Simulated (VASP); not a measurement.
Te:

```
CELL_PARAMETERS angstrom
2.02552 -6.42537 0.00000
2.02552 6.42537 0.00000
0.00000 0.00000 5.36059
ATOMIC_POSITIONS crystal
Te 0.09800 0.90200 0.91000
Te 0.59800 0.40200 0.59000
Te 0.90200 0.09800 0.09000
Te 0.40200 0.59800 0.41000
```

* Program: VASP 6.6.1
* Task: relaxation of cell and atoms
* Functional: PBEsol
* Potentials or basis: VASP PAW PBE potentials, release 64 (Te)
* Cutoff: 600 eV
* k mesh: 4 × 4 × 4
* Occupations: gaussian, width 0.1 eV
* Spin: no spin polarisation

At the start: pressure 13.5 GPa; volume 34.88 Å³/atom.

**Question.** Where does the relaxation end?

**Answer.** Over 84 steps the energy falls by 883.4 meV/atom and the volume is 29.78 Å³/atom (-14.6 %); space group Cmce (No. 64, to 0.1 Å) before, Fmmm (No. 69, to 0.1 Å).

Step by step:
```tsv
step	energy change (eV)	largest force (eV/Å)	pressure (GPa)	volume (Å³)
1	0.0000	3.2876	13.52	139.53
4	-1.5353	0.6676	-0.66	170.09
7	-1.8782	0.5042	1.18	165.53
10	-2.0015	0.3324	1.48	167.48
13	-2.1724	0.1064	-0.40	179.44
16	-2.1854	0.1047	-0.17	175.19
19	-2.1916	0.1476	-0.04	171.57
22	-2.2120	0.2497	0.27	157.09
25	-2.2797	0.3179	0.99	143.23
28	-2.2703	0.5089	1.81	137.98
31	-2.2894	0.4120	1.31	139.03
34	-2.3011	0.3866	1.08	138.41
37	-2.3494	0.0335	-0.83	141.72
40	-2.6368	0.3092	-1.10	135.50
43	-2.7314	0.4404	1.36	123.77
46	-2.8584	0.7585	1.94	116.12
49	-2.8476	0.8391	6.89	106.91
52	-2.8717	0.8954	5.58	108.68
55	-2.8984	0.6100	7.74	105.75
58	-3.1727	0.2939	4.67	109.71
61	-3.3421	0.2522	1.29	116.25
64	-3.3902	0.1376	-0.85	119.09
67	-3.4201	0.0726	1.01	115.56
70	-3.4435	0.2332	1.81	116.75
73	-3.4951	0.1468	0.27	118.30
76	-3.5109	0.0454	-0.53	119.64
79	-3.5263	0.0854	0.56	117.86
82	-3.5329	0.0694	-0.03	119.05
84	-3.5337	0.0327	-0.09	119.11
```

Final structure:
```yaml
crystal:
  lattice:
    - [2.18046, -6.04158, 0.00000]
    - [2.18046, 6.04158, 0.00000]
    - [0.00000, 0.00000, 4.52070]
  atoms:
    - { symbol: Te, position: [0.12551, 0.87449, 0.00057] }
    - { symbol: Te, position: [0.62551, 0.37449, 0.49943] }
    - { symbol: Te, position: [0.87449, 0.12551, 0.99943] }
    - { symbol: Te, position: [0.37449, 0.62551, 0.50057] }
```

Caveat: the k points lie up to 0.38 Å⁻¹ apart in the final cell; a cell axis changed by over 15 % at a fixed basis, so the end point is rough; the PAW data sets were made with another functional, which shifts forces and pressure a little.
